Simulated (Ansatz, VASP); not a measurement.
**One calculation of BaS, two programs**

POSCAR

```
BaS
1.0
    3.8337582655      0.0000000000      0.0000000000
    0.0000000000      3.8337582655      0.0000000000
    0.0000000000      0.0000000000      3.8337582655
Ba S
1 1
Direct
    0.0000000000      0.0000000000      0.0000000000
    0.5000000000      0.5000000000      0.5000000000
```

Contents of INCAR.step1:

```
  ALGO = Normal
  EDIFF = 1E-5
  ENCUT = 520
  GGA = PE
  ISIF = 2
  ISMEAR = 0
  LASPH = True
  LCHARG = False
  LREAL = False
  LWAVE = True
  NBANDS = 15
  NELM = 100
  PREC = Accurate
  SIGMA = 0.01
```

INCAR.step2

```
  AEXX = 0.1
  ALGO = Normal
  EDIFF = 1E-7
  ENCUT = 520
  GGA = PE
  HFSCREEN = 0.2078
  ISIF = 2
  ISMEAR = 0
  ISTART = 1
  LASPH = True
  LCHARG = False
  LHFCALC = True
  LREAL = False
  LWAVE = False
  NBANDS = 15
  NELM = 100
  PREC = Accurate
  PRECFOCK = Normal
  SIGMA = 0.01
```

File KPOINTS:

```
k-points
0
Gamma
  4 4 4
```

Input for Ansatz:

```yaml
crystal:
  lattice:
    - [3.8337582655, 0.0, 0.0]
    - [0.0, 3.8337582655, 0.0]
    - [0.0, 0.0, 3.8337582655]
  atoms:
    - { symbol: Ba, position: [0.0, 0.0, 0.0] }
    - { symbol: S, position: [0.5, 0.5, 0.5] }
kpoints:
  mp_grid: { grid: [4, 4, 4] }
hamiltonian:
  xc:
    exchange: pbe
    correlation: pbe
    exx: { coeff: 0.1, omega: 0.2078 }
scf:
  occupations: { method: fixed }
  n_extra_bands: 4
output:
  forces: true
  stress: true
  eigenvalues: true
```

Alike in both runs: task single point; functional PBE-based screened hybrid; k mesh 4 × 4 × 4; no spin polarisation.

|  | VASP | Ansatz |
| --- | --- | --- |
| version | VASP 6.6.1 | Ansatz 0.2.0 |
| potentials or method | VASP PAW PBE potentials, release 64 (Ba_sv, S) | plane waves |
| plane-wave cutoff (eV) | 520 | 420 |
| occupations | gaussian, width 0.01 eV | fixed |
| valence electrons in the cell | 16 | 16 |

|  | VASP | Ansatz | Ansatz less VASP |
| --- | --- | --- | --- |
| gap on the k mesh at the Fermi level (eV) | 1.78 | 1.90 | +0.124 |
| pressure (GPa) | 1.0 | 0.1 | -0.89 |

VASP's potentials were made for PBE, not for PBE-based screened hybrid. Ansatz's warnings: stress exchange threshold loose, stress scf threshold loose.

Spin-orbit coupling is off throughout.
